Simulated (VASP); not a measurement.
A run of VASP 6.6.1:

INCAR

```
SYSTEM = Rh
PREC = Accurate ; ENCUT = 520
EDIFF = 1E-6 ; ISMEAR = 0
SIGMA = 0.15 ; LREAL = .False.
LASPH = .True. ; NELM = 60
ALGO = Fast ; ISIF = 2
LWAVE = .False. ; LCHARG = .False.
GGA = PE ; NBANDS = 22
```

Contents of KPOINTS:

```
regular mesh
0
Gamma
  21 21 12
  0 0 0
```

File POSCAR:

```
Rh
1.0
    2.6490496710      0.0000000000      0.0000000000
   -1.3245248355      2.2941443109      0.0000000000
    0.0000000000      0.0000000000      4.3620616650
Rh
2
Direct
    0.6666666667      0.3333333333      0.7500000000
    0.3333333333      0.6666666667      0.2500000000
```

Potentials or basis: VASP PAW PBE potentials, release 64 (Rh_pv).

The run is started by

```console
$ cat potpaw_PBE.64/Rh_pv/POTCAR > POTCAR
$ mpirun -np 1 vasp_std > vasp.out
```

Hardware: 1 thread of Intel(R) Xeon(R) Platinum 8488C (Sapphire Rapids), on a shared host.

Question: How long does it take, and how much memory?

Answer: It took 78 s on 1 thread of Intel(R) Xeon(R) Platinum 8488C (Sapphire Rapids) (shared host), peak memory 0.26 GiB. Counts: scf iterations 12, k points 336.
